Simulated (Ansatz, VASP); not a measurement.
## One calculation of Os, two programs

```xyz
12
Lattice="3.4157 1.9720 5.9057 -3.4157 1.9720 5.9057 0.0000 -3.9441 5.9057" Properties=species:S:1:pos:R:3 pbc="T T T"
Os   -2.1428    1.2371    3.9909
Os    0.0000   -2.4743    3.9909
Os    2.1428    1.2371    3.9909
Os    2.1428   -1.2371   13.7263
Os   -2.1428   -1.2371   13.7263
Os    0.0000    2.4743   13.7263
Os   -1.2816    0.7399    6.3502
Os    0.0000   -1.4798    6.3502
Os    1.2816    0.7399    6.3502
Os    1.2816   -0.7399   11.3670
Os   -1.2816   -0.7399   11.3670
Os    0.0000    1.4798   11.3670
```

Alike in both runs: functional PBE; k mesh 3 × 3 × 3; occupations gaussian, width 0.1 eV; no spin polarisation.

Ansatz relaxed the structure, and its values are those at the end. VASP's run is a single point on that final structure, the one shown.

|  | VASP | Ansatz |
| --- | --- | --- |
| version | VASP 6.6.1 | Ansatz 0.2.0 |
| potentials or method | VASP PAW PBE potentials, release 64 (Os_sv_GW), cutoff 500 eV | scalar-relativistic, plane waves, PAW |
| valence electrons in the cell | 192 | 192 |

|  | VASP | Ansatz | Ansatz less VASP |
| --- | --- | --- | --- |
| gap on the k mesh at the Fermi level (eV) | none | none | - |
| pressure (GPa) | -1.7 | 0.0 | +1.72 |
| rms of the force components (eV/Å) | 0.020 | 0.005 | -0.0148 |

A gap of «none» marks a metal or a gap that the smearing closes.

The k mesh is coarse, so the values compare programs but aren't converged. Neither program's run includes spin-orbit coupling.
